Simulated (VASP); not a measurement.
A run of VASP 6.6.1 is set up as follows.

The input INCAR:

```
SYSTEM = Ta2N
ALGO = Normal ; EDIFF = 1E-6
ENCUT = 600 ; GGA = PS
GGA_COMPAT = .False. ; ISIF = 2
ISMEAR = -5 ; LASPH = .True.
LCHARG = .False. ; LREAL = .False.
LWAVE = .False. ; NBANDS = 20
NELM = 120 ; PREC = Accurate
SIGMA = 0.05
```

Contents of KPOINTS:

```
k-points
0
Gamma
  10 10 6
  0 0 0
```

Contents of POSCAR:

```
Ta2N
1.0
    3.0275343200      0.0000000000      0.0000000000
   -1.5137671600      2.6219216319      0.0000000000
    0.0000000000      0.0000000000      4.7363529400
Ta N
2 1
Direct
    0.3333333333      0.6666666667      0.2562381264
    0.6666666667      0.3333333333      0.7437618736
    0.0000000000      0.0000000000      0.0000000000
```

Potentials or basis: VASP PAW PBE potentials, release 64 (Ta_pv, N).

Run with:

```console
$ cat potpaw_PBE.64/Ta_pv/POTCAR potpaw_PBE.64/N/POTCAR > POTCAR
$ mpirun -np 1 vasp_std > vasp.out
```

Task: What does it give for the largest force?

Result: 0.081 eV/Å.

Task: Estimate the pressure.

Result: 17.4 GPa.

Task: What does it give for the band gap on the k mesh?

Result: Zero (an odd number of electrons rules out a gap without spin polarisation).

Stress tensor (GPa, compression positive):
```
16.83  0.00  0.00
 0.00 16.83  0.00
 0.00  0.00 18.67
```

Caveat: the cell stands under pressure; the PAW data sets were made with another functional, which shifts forces and pressure a little; spin-orbit coupling is left out, which moves the levels of the heavy elements; tetrahedron occupations give inexact forces and stress in metals.
